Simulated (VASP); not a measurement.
Input of a VASP 6.6.1 run:

Contents of INCAR:

```
  ALGO = Normal
  EDIFF = 1E-6
  ENCUT = 520
  GGA = PE
  ISIF = 2
  ISMEAR = 0
  LASPH = True
  LCHARG = False
  LREAL = False
  LWAVE = False
  NBANDS = 11
  NELM = 80
  PREC = Accurate
  SIGMA = 0.01
```

Contents of KPOINTS:

```
k-points
0
Gamma
  6 6 6
```

POSCAR

```
BN
1.0
    0.0000000000      1.7867772104      1.8125564011
    1.7867772104      0.0000000000      1.8125564011
    1.7867772104      1.7867772104      0.0000000000
B N
1 1
Direct
    0.0000000000      0.0000000000      0.0000000000
    0.2500000000      0.2500000000      0.2500000000
```

Potentials or basis: VASP PAW PBE potentials, release 64 (B, N).

Launch:

```console
$ cat potpaw_PBE.64/B/POTCAR potpaw_PBE.64/N/POTCAR > POTCAR
$ mpirun -np 1 vasp_std > vasp.out
```

(1) Predict the pressure.

(2) Estimate the band gap on the k mesh.

Results:

(1) 11.4 GPa.

(2) 4.35 eV, indirect (least direct gap 8.83 eV).

Caveat: the k points lie up to 0.51 Å⁻¹ apart; the cell differs from its parent crystal (epitaxial xy strain -1.0%).
